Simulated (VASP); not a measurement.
# TiB2: single point with PBE

Crystal: TiB2.

```
CELL_PARAMETERS angstrom
3.02920 0.00000 0.00000
-1.51460 2.62336 0.00000
0.00000 0.00000 3.22840
ATOMIC_POSITIONS crystal
Ti 0.00000 0.00000 0.00000
B 0.33333 0.66667 0.50000
B 0.66667 0.33333 0.50000
```

- Program: VASP 6.6.1
- Task: single point
- Functional: PBE
- Potentials or basis: VASP PAW PBE potentials, release 64 (Ti_sv, B)
- Cutoff: 520 eV
- k mesh: 11 × 11 × 9
- Occupations: gaussian, width 0.1 eV
- Spin: no spin polarisation

| Property | Result |
| --- | --- |
| Pressure | 0.4 GPa |
| Band gap on the k mesh | zero (band 9 reaches 10.18 eV, above the bottom of band 10 at 9.74 eV) |

Stress tensor (GPa, compression positive):
```
 0.78  0.00  0.00
 0.00  0.78  0.00
 0.00  0.00 -0.23
```

Levels at points of the mesh, in eV from the Fermi level:
```tsv
k point	band 6	band 7	band 8	band 9	band 10	band 11	band 12	band 13
(0.00, 0.00, 0.00)	-2.57	-2.57	-2.30	-2.09	1.92	1.92	3.68	3.68
```

Wall time 76 s on 1 thread of AMD EPYC 7R13, with other jobs on the host, peak memory 0.13 GiB.
